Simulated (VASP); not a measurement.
Here is a VASP 6.6.1 calculation.

Contents of INCAR:

```
ALGO = Normal ; EDIFF = 1E-6
ENCUT = 520 ; GGA = PE
ISIF = 2 ; ISMEAR = 0
LASPH = T ; LCHARG = F
LDAU = T ; LDAUJ = 0 0
LDAUL = 2 -1 ; LDAUPRINT = 1
LDAUTYPE = 2 ; LDAUU = 4 0
LMAXMIX = 4 ; LREAL = F
LWAVE = F ; NBANDS = 33
NELM = 150 ; PREC = Accurate
SIGMA = 0.05
```

KPOINTS

```
k-points
0
Gamma
  6 6 6
```

File POSCAR:

```
TiO2
1.0
    2.6403699524     -2.6404433249     -0.0197025433
    2.6403699524      2.6404433249     -0.0197025433
   -2.6045504488      0.0000000000      4.8027412153
Ti O
2 4
Direct
    0.1250069486      0.8749930514      0.2500000000
    0.8749930514      0.1250069486      0.7500000000
    0.3302226688      0.0802459441      0.6604550595
    0.6697773312      0.9197540559      0.3395449405
    0.9197540559      0.6697773312      0.8395449405
    0.0802459441      0.3302226688      0.1604550595
```

Potentials or basis: VASP PAW PBE potentials, release 64 (Ti_sv, O).

The run is started by

```bash
$ cat potpaw_PBE.64/Ti_sv/POTCAR potpaw_PBE.64/O/POTCAR > POTCAR
$ mpirun -np 1 vasp_std > vasp.out
```

Problem. What does it give for the band gap on the k mesh?

Solution. 2.92 eV (least direct gap 3.16 eV).

Problem. What does it give for the pressure?

Solution. 20.5 GPa.

Forces on the atoms (eV/Å):
```
Ti   0.000  0.000  0.000
Ti   0.000  0.000  0.000
O    0.004  0.000  0.562
O   -0.004  0.000 -0.562
O   -0.004  0.000 -0.562
O    0.004  0.000  0.562
```

Caveat: the cell stands under pressure. A k mesh can miss the band edges.
